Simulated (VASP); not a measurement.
Set up this calculation in VASP 6.6.1, as the native input.

```yaml
Task: single point
Functional: PBE
Potentials_or_basis: VASP PAW PBE potentials, release 64 (Sc_sv, Si, O)
Cutoff: 520 eV
k_mesh: 6 × 6 × 2
Occupations: gaussian, width 0.1 eV
Spin: collinear spin, ferromagnetic start
Starting_moments: "[0.0, 0.0, 0.0, 0.0, 0.0, 0.0, 1.0, 1.0, 1.0, 1.0, 1.0, 1.0] μB"
Dipole_correction: no
Further_INCAR_settings: ALGO = Normal; EDIFF = 1e-06; NBANDS = 53
```

The structure of ScSi2O3 lies in POSCAR:

```
ScSi2O3
1.0
    4.6821597000      0.0000000000      0.0000000000
   -2.3410798500      4.0548692500      0.0000000000
    0.0000000000      0.0000000000      7.8055856700
Sc Si O
2 4 6
Direct
    0.0000000000      0.0000000000      0.0000000000
    0.0000000000      0.0000000000      0.5000000000
    0.6666666700      0.3333333300      0.9351183800
    0.3333333300      0.6666666700      0.0648816200
    0.3333333300      0.6666666700      0.4351183800
    0.6666666700      0.3333333300      0.5648816200
    0.1719573000      0.3439146000      0.7500000000
    0.6560854000      0.8280427000      0.7500000000
    0.1719573000      0.8280427000      0.7500000000
    0.8280427000      0.6560854000      0.2500000000
    0.3439146000      0.1719573000      0.2500000000
    0.8280427000      0.1719573000      0.2500000000
```

The cell was built from a structure type or drawn by symmetry, and may not be a known phase.

The input as run:

INCAR

```
SYSTEM = ScSi2O3
PREC = Accurate
ENCUT = 520
EDIFF = 1E-6
ISMEAR = 0
SIGMA = 0.1
LREAL = .FALSE.
LASPH = .TRUE.
NELM = 150
ALGO = Normal
ISIF = 2
LWAVE = .FALSE.
LCHARG = .FALSE.
ISPIN = 2
MAGMOM = 0 0 0 0 0 0 1 1 1 1 1 1
LORBIT = 11
LMAXMIX = 4
GGA = PE
NBANDS = 53
```

KPOINTS

```
Automatic mesh
0
G
  6 6 2
  0 0 0
```

Potentials or basis: VASP PAW PBE potentials, release 64 (Sc_sv, Si, O).

Launch:

```sh
$ cat potpaw_PBE.64/Sc_sv/POTCAR potpaw_PBE.64/Si/POTCAR potpaw_PBE.64/O/POTCAR > POTCAR
$ mpirun -np 1 vasp_std > vasp.out
```

Results of the run:

```json
{
 "Pressure": "-5.0 GPa",
 "Largest force": "0.839 eV/Å",
 "Net moment": "3.36 μB per cell",
 "Site moments": "Sc -0.04; Si -0.00; O +0.52 μB",
 "Valence electrons inside the program's atomic spheres": "Sc 9.44; Si 1.48; O 4.79"
}
```

Caveat: the k points lie up to 0.40 Å⁻¹ apart.

It took 6.3 min on 1 thread of Intel(R) Xeon(R) Platinum 8488C (Sapphire Rapids) (shared host), peak memory 0.41 GiB.
